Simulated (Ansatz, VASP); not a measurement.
**Two plane-wave programs on CoO**

```
Co O
1.0
     0.00000    2.17448    2.17448
     2.17448    0.00000    2.17448
     2.17448    2.17448    0.00000
Co O
1 1
Direct
  0.00000 0.00000 0.00000
  0.25000 0.25000 0.25000
```

Alike in both runs: task single point; functional PBEsol; k mesh 16 × 16 × 16; occupations gaussian, width 0.1 eV; collinear spin.

|  | VASP | Ansatz |
| --- | --- | --- |
| version | VASP 6.6.1 | Ansatz 0.2.0 |
| potentials or method | VASP PAW PBE potentials, release 64 (Co, O), cutoff 520 eV | scalar-relativistic, plane waves, PAW |
| valence electrons in the cell | 15 | 23 |

```csv
,VASP,Ansatz,Ansatz less VASP
gap on the k mesh at the Fermi level (eV),none,none,-
pressure (GPa),-0.1,0.0,+0.09
net moment per atom (μB),0.91,0.92,+0.005
size of the moment on the site where the two differ most (μB),1.62,1.52,-0.106
```

VASP's potentials were made for PBE, not for PBEsol. Site moments also hang on the region over which each program counts them. A gap of «none» marks a metal or a gap that the smearing closes. VASP's potentials hold 15 valence electrons a cell and Ansatz's 23, so a difference there can come from the potentials and not from the codes.
